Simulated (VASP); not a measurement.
# ZnSe (NiAs type) (P6_3/mmc) in VASP: notebook

The runs below take ZnSe (NiAs type) through single point, with PBE.

Everything below comes from runs of VASP 6.6.1. Logs are shortened: lines on timing, memory, paths and dates and some standing lists are left out, and cuts for length are marked.

**1. The cell of the first run**

The structure is hexagonal, space group P6_3/mmc (No. 194). Conventional cell: a = 3.489 Å, b = 3.489 Å, c = 5.771 Å, α = 90.00°, β = 90.00°, γ = 120.00°. Zn (site symmetry -3m) has 6 Se at 2.48 Å and 2 Zn at 2.89 Å within 3.3 Å. Within 3.3 Å of Se (site symmetry -6m2) lie 6 Zn at 2.48 Å.

**2. Single point, PBE**

INCAR

```
PREC = Accurate
ENCUT = 520
EDIFF = 1E-7
ISMEAR = -1
SIGMA = 0.08
LREAL = False
LASPH = True
NELM = 60
ALGO = Normal
ISIF = 2
LWAVE = False
LCHARG = True
GGA = PE
LELF = True
LVHAR = True
NBANDS = 26
```

KPOINTS

```
Automatic mesh
0
Gamma
  11 11 6
```

POSCAR

```
ZnSe
1.0
    3.4893880245      0.0000000000      0.0000000000
   -1.7446940123      3.0218986729      0.0000000000
    0.0000000000      0.0000000000      5.7706914280
Zn Se
2 2
Direct
    0.0000000000      0.0000000000      0.0000000000
    0.0000000000      0.0000000000      0.5000000000
    0.3333333333      0.6666666667      0.2500000000
    0.6666666667      0.3333333333      0.7500000000
```

Potentials or basis: VASP PAW PBE potentials, release 64 (Zn, Se).

Command:

```bash
> cat potpaw_PBE.64/Zn/POTCAR potpaw_PBE.64/Se/POTCAR > POTCAR
> mpirun -np 1 vasp_std > vasp.out
```

OUTCAR:

```text
PREC = Accurate
   ENCUT = 520
   EDIFF = 1E-7
   ISMEAR = -1
   LREAL = False
   LASPH = True
   NELM = 60
   ISIF = 2
   GGA = PE

 ion  position               nearest neighbor table
   1  0.000  0.000  0.000-   3 2.48   4 2.48   4 2.48   3 2.48   4 2.48   3 2.48   2 2.89   2 2.89

   2  0.000  0.000  0.500-   3 2.48   4 2.48   4 2.48   3 2.48   4 2.48   3 2.48   1 2.89   1 2.89

   3  0.333  0.667  0.250-   1 2.48   2 2.48   1 2.48   2 2.48   1 2.48   2 2.48
   4  0.667  0.333  0.750-   1 2.48   2 2.48   1 2.48   2 2.48   1 2.48   2 2.48

  LATTYP: Found a hexagonal cell.
 ALAT       =     3.4893880245
 C/A-ratio  =     1.6537832386

  Lattice vectors:

 A1 = (   3.4893880245,   0.0000000000,   0.0000000000)
 A2 = (  -1.7446940123,   3.0218986729,   0.0000000000)
 A3 = (   0.0000000000,   0.0000000000,   5.7706914280)

Analysis of symmetry for initial positions (statically):
=====================================================================
 Subroutine PRICEL returns:
 Original cell was already a primitive cell.

 Routine SETGRP: Setting up the symmetry group for a
 hexagonal supercell.

 Subroutine GETGRP returns: Found 24 space group operations
 (whereof 12 operations were pure point group operations)
 out of a pool of 24 trial point group operations.

The static configuration has the point symmetry D_3d.
 The point group associated with its full space group is D_6h.

Analysis of symmetry for dynamics (positions and initial velocities):
=====================================================================
 Subroutine PRICEL returns:
 Original cell was already a primitive cell.

 Routine SETGRP: Setting up the symmetry group for a
 hexagonal supercell.

 Subroutine GETGRP returns: Found 24 space group operations
 (whereof 12 operations were pure point group operations)
 out of a pool of 24 trial point group operations.

The dynamic configuration has the point symmetry D_3d.
 The point group associated with its full space group is D_6h.

 Subroutine INISYM returns: Found 24 space group operations
 (whereof 12 operations are pure point group operations),
 and found     1 'primitive' translations

----------------------------------------------------------------------------------------

                                     Primitive cell

  volume of cell :      60.8495

  direct lattice vectors                    reciprocal lattice vectors
     3.489388025  0.000000000  0.000000000     0.286583204  0.165458890  0.000000000
    -1.744694012  3.021898673  0.000000000     0.000000000  0.330917780  0.000000000
     0.000000000  0.000000000  5.770691428     0.000000000  0.000000000  0.173289460

  length of vectors
     3.489388025  3.489388025  5.770691428     0.330917780  0.330917780  0.173289460

  position of ions in fractional coordinates (direct lattice)
     0.000000000  0.000000000  0.000000000
     0.000000000  0.000000000  0.500000000
     0.333333333  0.666666667  0.250000000
     0.666666667  0.333333333  0.750000000

  ion indices of the primitive-cell ions
   primitive index   ion index
                 1           1
                 2           2
                 3           3
                 4           4

----------------------------------------------------------------------------------------

 KPOINTS: Automatic mesh

Automatic generation of k-mesh.
 Grid dimensions read from file:
 generate k-points for:   11   11    6

 Generating k-lattice:

  Cartesian coordinates                     Fractional coordinates (reciprocal lattice)
     0.026053019  0.015041717  0.000000000     0.090909091 -0.000000000  0.000000000
     0.000000000  0.030083435  0.000000000     0.000000000  0.090909091  0.000000000
     0.000000000  0.000000000  0.028881577     0.000000000  0.000000000  0.166666667

  Length of vectors
     0.030083435  0.030083435  0.028881577

  Shift w.r.t. Gamma in fractional coordinates (k-lattice)
     0.000000000  0.000000000  0.000000000

 Subroutine IBZKPT returns following result:
 ===========================================

 Found     64 irreducible k-points:

 Following reciprocal coordinates:
            Coordinates               Weight
  0.000000  0.000000  0.000000      1.000000
  0.090909  0.000000  0.000000      6.000000
  0.181818 -0.000000  0.000000      6.000000
  0.272727 -0.000000  0.000000      6.000000
  0.363636 -0.000000  0.000000      6.000000
  0.454545 -0.000000  0.000000      6.000000
[... 16 lines left out ...]
  0.090909  0.090909  0.166667     12.000000
  0.181818  0.090909  0.166667     24.000000
 [... further k-points ...]
   k-points           NKPTS =     64   k-points in BZ     NKDIM =     64   number of bands    NBANDS=     26
   number of dos      NEDOS =    301   number of ions     NIONS =      4
   total plane-waves  NPLWV =  37632
   dimension x,y,z NGX =    28 NGY =   28 NGZ =   48
   dimension x,y,z NGXF=    56 NGYF=   56 NGZF=   96
   ions per type =               2   2
   NGX,Y,Z   is equivalent  to a cutoff of  13.34, 13.34, 13.83 a.u.
   NGXF,Y,Z  is equivalent  to a cutoff of  26.68, 26.68, 27.66 a.u.
 SYSTEM =  unknown system
   PREC   = accura    normal or accurate (medium, high low for compatibility)
   ISTART =      0    job   : 0-new  1-cont  2-samecut
   ICHARG =      2    charge: 1-file 2-atom 10-const
   ISPIN  =      1    spin polarized calculation?
   LNONCOLLINEAR =      F non collinear calculations
   LSORBIT =      F    spin-orbit coupling
   LASPH  =      T    aspherical Exc in radial PAW
   ENCUT  =  520.0 eV  38.22 Ry    6.18 a.u.   6.49  6.49 10.73*2*pi/ulx,y,z
   NELM   =     60;   NELMIN=  2; NELMDL= -5     # of ELM steps
   EDIFF  = 0.1E-06   stopping-criterion for ELM
   LREAL  =      F    real-space projection
   EDIFFG = 0.1E-05   stopping-criterion for IOM
   NSW    =      0    number of steps for IOM
   IBRION =     -1    ionic relax: 0-MD 1-quasi-New 2-CG
   NFREE  =      0    steps in history (QN), initial steepest desc. (CG)
   ISIF   =      2    stress and relaxation
   ISYM   =      2    0-nonsym 1-usesym 2-fastsym
   POTIM  = 0.5000    time-step for ionic-motion
   TEBEG  =    0.0;   TEEND  =   0.0 temperature during run
   PSTRESS=    0.0 pullay stress
   NELECT =      36.0000    total number of electrons
   NUPDOWN=      -1.0000    fix difference up-down
   EMIN   =  10.00;   EMAX   =-10.00  energy-range for DOS
   EFERMI =   0.00;   METHOD = LEGACY
   ISMEAR =    -1;   SIGMA  =   0.08  broadening in eV -4-tet -1-fermi 0-gaus
   EFERMI_NEDOS =   21; number of points for ismear=-14 and -15
   IALGO  =     38    algorithm
   IMIX   =      4    mixing-type and parameters
     AMIX     =   0.40;   BMIX     =  1.00
     AMIX_MAG =   1.60;   BMIX_MAG =  1.00
  volume/ion in A,a.u.               =      15.21       102.66
  Fermi-wavevector in a.u.,A,eV,Ry     =   1.374327  2.597101 25.698330  1.888774
  Thomas-Fermi vector in A             =   2.499763
   LORBIT       =      0    0 simple, 1 ext, 2 COOP (PROOUT), +10 PAW based schemes
   GGA     = PE    functional components
   LHFCALC =     F    Hartree Fock is set to
   AEXX    =    0.0000 exact exchange contribution
   IVDW    =     0    specifies the selected vdW correction
   LEPSILON=     F    determine dielectric tensor
   LRPA    =     F    only Hartree local field effects (RPA)
 non-spin polarized calculation
  energy-cutoff  :      520.00
  volume of cell :       60.85
 maximum number of plane-waves:      1677
 NGX is ok and might be reduce to    28
   NGX = 13   NGY = 13   NGZ = 21

 number of electron      35.9999964 magnetization

 Free energy of the ion-electron system (eV)
  ---------------------------------------------------
  ext. energy  EPLUGINS =         0.00000000
  ---------------------------------------------------
  free energy    TOTEN  =        -9.42720023 eV

  energy without entropy =       -9.41735507  energy(sigma->0) =       -9.42227765

 E-fermi :   5.8258     XC(G=0): -11.5770

 val. band max:        5.8004034064   @ k =   0.0909   0.0000   0.0000
 cond. band min:       5.8560789766   @ k =   0.1818  -0.0000   0.0000
 fundamental gap:      0.0556755702
 Fermi energy:         5.8258115234

 k-point     1 :       0.0000    0.0000    0.0000
  band No.  band energies     occupation
      1     -10.1575      2.00000
      2      -8.0184      2.00000
      3      -3.1142      2.00000
      4      -2.1071      2.00000
      5      -2.1071      2.00000
      6      -1.9669      2.00000
[... 18 lines left out ...]
     25      13.9862      0.00000
     26      15.2712      0.00000

 k-point     2 :       0.0909    0.0000    0.0000
  band No.  band energies     occupation
      1     -10.0506      2.00000
      2      -7.9722      2.00000
      3      -2.9977      2.00000
      4      -2.0992      2.00000
      5      -2.0785      2.00000
      6      -1.9667      2.00000
[... 18 lines left out ...]
     25      13.9306      0.00000
     26      14.0930      0.00000

 k-point     3 :       0.1818   -0.0000    0.0000
  band No.  band energies     occupation
      1      -9.7383      2.00000
      2      -7.8484      2.00000
      3      -2.6707      2.00000
      4      -2.0875      2.00000
      5      -1.9983      2.00000
      6      -1.9700      2.00000
[... 18 lines left out ...]
     25      13.3781      0.00000
     26      14.4300      0.00000

 k-point     4 :       0.2727   -0.0000    0.0000
  band No.  band energies     occupation
      1      -9.2502      2.00000
      2      -7.6945      2.00000
      3      -2.2610      2.00000
      4      -2.0985      2.00000
      5      -2.0937      2.00000
      6      -1.8900      2.00000
[... 18 lines left out ...]
     25      14.2572      0.00000
     26      14.9720      0.00000

 k-point     5 :       0.3636   -0.0000    0.0000
  band No.  band energies     occupation
      1      -8.6542      2.00000
      2      -7.5977      2.00000
      3      -2.5345      2.00000
      4      -2.1262      2.00000
      5      -2.1174      2.00000
      6      -1.8974      2.00000
[... 18 lines left out ...]
     25      15.6266      0.00000
     26      16.8261      0.00000

 k-point     6 :       0.4545   -0.0000    0.0000
  band No.  band energies     occupation
      1      -8.0914      2.00000
      2      -7.6762      2.00000
      3      -3.0121      2.00000
      4      -2.1463      2.00000
      5      -2.1373      2.00000
      6      -1.9020      2.00000
[... 427 lines left out ...]
 k-point    21 :       0.3636   -0.0000    0.1667
  band No.  band energies     occupation
      1      -8.5909      2.00000
      2      -7.6761      2.00000
      3      -2.5165      2.00000
      4      -2.1608      2.00000
      5      -2.0824      2.00000
      6      -1.9003      2.00000
[... 18 lines left out ...]
     25      16.0663      0.00000
     26      16.5859      0.00000

 k-point    22 :       0.4545   -0.0000    0.1667
  band No.  band energies     occupation
      1      -8.0582      2.00000
      2      -7.6967      2.00000
      3      -2.9572      2.00000
      4      -2.1524      2.00000
      5      -2.1012      2.00000
      6      -1.8852      2.00000
[... 18 lines left out ...]
     25      16.9814      0.00000
     26      17.6913      0.00000

 k-point    23 :       0.0909    0.0909    0.1667
  band No.  band energies     occupation
      1      -9.7478      2.00000
      2      -8.0861      2.00000
      3      -2.5995      2.00000
      4      -2.0635      2.00000
      5      -1.9508      2.00000
      6      -1.9394      2.00000
[... 18 lines left out ...]
     25      13.6450      0.00000
     26      13.8441      0.00000

 k-point    24 :       0.1818    0.0909    0.1667
  band No.  band energies     occupation
      1      -9.3542      2.00000
      2      -7.9040      2.00000
      3      -2.3819      2.00000
      4      -2.0973      2.00000
      5      -1.9593      2.00000
      6      -1.8767      2.00000
[... 18 lines left out ...]
     25      14.1985      0.00000
     26      14.8242      0.00000

 [... further k-points ...]
[... 5 lines left out ...]
  --------------------------------------------------------------------------------------
  -------------------------------------------------------------------------------------
  Total       12.0188598     12.0188598     12.0348218     -0.0000000      0.0000000      0.0000000
  in kB      316.4585501    316.4585501    316.8788342     -0.0000000      0.0000000      0.0000000
  external PRESSURE =     316.5986448 kB  Pullay stress =       0.0000000 kB

 VOLUME and BASIS-vectors are now :
 -----------------------------------------------------------------------------
  energy-cutoff  :      520.00
  volume of cell :       60.85
      direct lattice vectors                 reciprocal lattice vectors
     3.489388025  0.000000000  0.000000000     0.286583204  0.165458890  0.000000000
    -1.744694012  3.021898673  0.000000000     0.000000000  0.330917780  0.000000000
     0.000000000  0.000000000  5.770691428     0.000000000  0.000000000  0.173289460

 POSITION                                       TOTAL-FORCE (eV/Angst)
 -----------------------------------------------------------------------------------
      0.00000      0.00000      0.00000        -0.000000      0.000000      0.000000
      0.00000      0.00000      2.88535        -0.000000      0.000000      0.000000
     -0.00000      2.01460      1.44267         0.000000     -0.000000     -0.000000
      1.74469      1.00730      4.32802        -0.000000      0.000000     -0.000000
 -----------------------------------------------------------------------------------
    total drift:                               -0.000000      0.000000      0.000000

  FREE ENERGIE OF THE ION-ELECTRON SYSTEM (eV)
  ---------------------------------------------------
  free  energy   TOTEN  =        -9.4272002329 eV

  energy  without entropy=       -9.4173550678  energy(sigma->0) =       -9.42227765
```

It took 3 min on 1 thread of Intel Xeon 8259CL, shared host; peak memory 0.24 GiB.

What came out:

* Free energy: -9.4272 eV
* Pressure: 31.7 GPa
* Band gap on the k mesh: zero (bands 18 and 19 overlap by 0.62 eV)

Levels at points of the mesh, in eV from the Fermi level:
| k point | band 14 | band 15 | band 16 | band 17 | band 18 | band 19 | band 20 | band 21 | band 22 | band 23 |
| --- | --- | --- | --- | --- | --- | --- | --- | --- | --- | --- |
| (0.00, 0.00, 0.00) | -0.94 | -0.94 | -0.90 | -0.15 | -0.15 | 2.00 | 3.16 | 6.06 | 6.06 | 7.82 |
| (0.00, 0.00, 0.50) | -4.84 | -0.47 | -0.47 | -0.47 | -0.47 | 3.74 | 3.74 | 6.10 | 6.10 | 6.10 |

Caveat: the cell stands under pressure; semilocal functionals underestimate gaps, and a narrow one can read as zero.

(Part 1 of 2 ends here.)

The gap in the log of VASP goes by the Fermi energy; the results here count the filled bands.